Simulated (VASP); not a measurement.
The system is MgSc2Br.

```xyz
4
Lattice="4.1426 0.0000 0.0000 0.0000 4.1426 0.0000 0.0000 0.0000 5.8500" Properties=species:S:1:pos:R:3 pbc="T T T"
Mg    0.0000    0.0000    2.9250
Sc    2.0713    0.0000    4.3147
Sc    0.0000    2.0713    1.5352
Br    2.0713    2.0713    0.0000
```

The cell was generated, and may not be a known phase.

| Item | Value |
| --- | --- |
| Program | VASP 6.6.1 |
| Task | relaxation of cell and atoms |
| Functional | PBE |
| Potentials or basis | VASP PAW PBE potentials, release 64 (Mg, Sc_sv, Br) |
| Cutoff | 600 eV |
| k mesh | 4 × 4 × 4 |
| Occupations | gaussian, width 0.1 eV |
| Spin | no spin polarisation |

At the start: pressure 11.0 GPa; volume 25.10 Å³/atom.

How do energy, volume and symmetry change on relaxing?

Over 38 steps the energy falls by 647.6 meV/atom and the volume is 26.44 Å³/atom (+5.3 %); space group P-4m2 (No. 115, to 0.1 Å) before and after.

The path:
```tsv
step	energy change (eV)	largest force (eV/Å)	pressure (GPa)	volume (Å³)
1	0.0000	1.3484	11.00	100.39
2	-0.9365	0.7688	0.20	127.55
3	-0.9454	0.7095	-0.58	131.48
4	-0.9454	0.7199	-0.46	130.81
5	-1.0042	0.6180	-0.38	129.87
6	-1.1237	0.2312	0.24	127.03
7	-0.9666	0.8399	3.50	121.22
8	-1.1417	0.0130	0.71	125.79
9	-1.1606	0.0351	-0.26	130.13
10	-1.1611	0.0426	-0.46	131.14
11	-1.1839	0.1274	-0.48	131.21
12	-1.2838	0.3248	-0.49	130.67
13	-1.5705	0.9316	-0.51	126.54
14	-1.3853	2.5760	3.90	108.46
15	-1.5796	1.6256	0.31	122.00
16	-1.5994	2.0590	0.80	119.56
17	-1.5892	2.5033	2.11	114.37
18	-1.5906	2.4941	2.08	114.39
19	-1.5939	2.4678	1.97	114.45
20	-1.5964	2.4086	1.76	114.55
21	-1.6000	2.4011	1.75	114.57
22	-1.6106	2.3827	1.68	114.65
23	-1.6315	2.3480	1.55	114.81
24	-1.6719	2.2755	1.29	115.12
25	-1.7472	2.1375	0.80	115.73
26	-1.8767	1.8692	-0.10	116.96
27	-2.0589	1.3988	-1.54	119.37
28	-2.1774	0.6602	-3.16	124.00
29	-2.2965	0.5602	-2.61	120.07
30	-2.4961	0.1487	-0.14	108.89
31	-2.5016	0.0217	0.59	106.46
32	-2.5562	0.1194	0.17	106.32
33	-2.5744	0.2817	-0.20	106.08
34	-2.5749	0.2579	-0.15	106.12
35	-2.5810	0.2028	-0.05	105.78
36	-2.5889	0.0679	0.23	104.97
37	-2.5893	0.0289	0.32	104.72
38	-2.5903	0.0118	-0.09	105.76
```

Final structure:
```yaml
crystal:
  lattice:
    - [3.27517, 0.00000, 0.00000]
    - [0.00000, 3.27517, 0.00000]
    - [0.00000, 0.00000, 9.85914]
  atoms:
    - { symbol: Mg, position: [0.00000, 0.00000, 0.50000] }
    - { symbol: Sc, position: [0.50000, 0.00000, 0.77409] }
    - { symbol: Sc, position: [0.00000, 0.50000, 0.22591] }
    - { symbol: Br, position: [0.50000, 0.50000, 0.00000] }
```

Caveat: the k points lie up to 0.48 Å⁻¹ apart in the final cell, too coarse for converged energies and pressures of a metal; a cell axis changed by over 15 % at a fixed basis, so the end point is rough.
